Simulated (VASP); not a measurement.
SiC (Moissanite), 4 atoms in the cell. The structure is hexagonal, space group P6_3mc (No. 186). Conventional cell: a = 3.092 Å, b = 3.092 Å, c = 5.074 Å, α = 90.00°, β = 90.00°, γ = 120.00°. Within 2.5 Å of Si (site symmetry 3m) lie 4 C at 1.89 to 1.91 Å. Within 2.5 Å of C (site symmetry 3m) lie 4 Si at 1.89 to 1.91 Å. 

* Program: VASP 6.6.1
* Task: single point
* Functional: PBE
* Potentials or basis: VASP PAW PBE potentials, release 64 (Si, C)
* Cutoff: 520 eV
* k mesh: 12 × 12 × 6
* Occupations: gaussian, width 0.02 eV
* Spin: no spin polarisation
* Dipole correction: no
* Further INCAR settings: ALGO = Normal; EDIFF = 1e-06; NBANDS = 16

Potentials or basis: VASP PAW PBE potentials, release 64 (Si, C).

Command:

```console
$ cat potpaw_PBE.64/Si/POTCAR potpaw_PBE.64/C/POTCAR > POTCAR
$ mpirun -np 1 vasp_std > vasp.out
```

Hardware: 1 thread of Intel(R) Xeon(R) Platinum 8488C (Sapphire Rapids), on a shared host.

Problem. Estimate the wall time of this run.

Solution. Run time: 45 s on 1 thread of Intel(R) Xeon(R) Platinum 8488C (Sapphire Rapids), with other jobs on the host, peak memory 0.18 GiB. Counts: scf iterations 13, k points 76.
